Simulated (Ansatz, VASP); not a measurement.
One calculation of BN, two programs

File INCAR:

```
  PREC = Accurate
  ENCUT = 520
  EDIFF = 1E-6
  ISMEAR = 0
  SIGMA = 0.05
  LREAL = False
  LASPH = True
  NELM = 60
  ALGO = Normal
  ISIF = 2
  LWAVE = False
  LCHARG = True
  GGA = PE
  LELF = True
  LVHAR = True
  NBANDS = 11
```

KPOINTS

```
Automatic mesh
0
Gamma
  16 16 16
```

POSCAR

```
BN
1.0
    0.0000000000      1.8123426903      1.8123426903
    1.8123426903      0.0000000000      1.8123426903
    1.8123426903      1.8123426903      0.0000000000
B N
1 1
Direct
    0.0000000000      0.0000000000      0.0000000000
    0.7500000000      0.7500000000      0.7500000000
```

Input for Ansatz:

```yaml
crystal:
  lattice:
    - [0.0, 1.8123426903, 1.8123426903]
    - [1.8123426903, 0.0, 1.8123426903]
    - [1.8123426903, 1.8123426903, 0.0]
  atoms:
    - { symbol: B, position: [0.0, 0.0, 0.0] }
    - { symbol: "N", position: [0.75, 0.75, 0.75] }
basis:
  ecutwfc: 420
  ecutrho_ratio: 4
kpoints:
  mp_grid: { grid: [16, 16, 16] }
hamiltonian:
  xc: pbe
scf:
  occupations: { method: gaussian, width: 0.05 }
output:
  forces: true
  stress: true
  eigenvalues: true
```

Alike in both runs: task single point; functional PBE; k mesh 16 × 16 × 16; occupations gaussian, width 0.05 eV; no spin polarisation.

|  | VASP | Ansatz |
| --- | --- | --- |
| version | VASP 6.6.1 | Ansatz 0.2.0 |
| potentials or method | VASP PAW PBE potentials, release 64 (B, N), cutoff 520 eV | scalar-relativistic, plane waves, PAW |
| valence electrons in the cell | 8 | 8 |

|  | VASP | Ansatz | Ansatz less VASP |
| --- | --- | --- | --- |
| gap on the k mesh at the Fermi level (eV) | 4.45 | 4.46 | +0.012 |
| least direct gap on the mesh (eV) | 8.78 | 8.79 | +0.011 |
| pressure (GPa) | 0.2 | 0.0 | -0.25 |

The functional is the same, so the differences come from potentials, cutoffs and numerics.
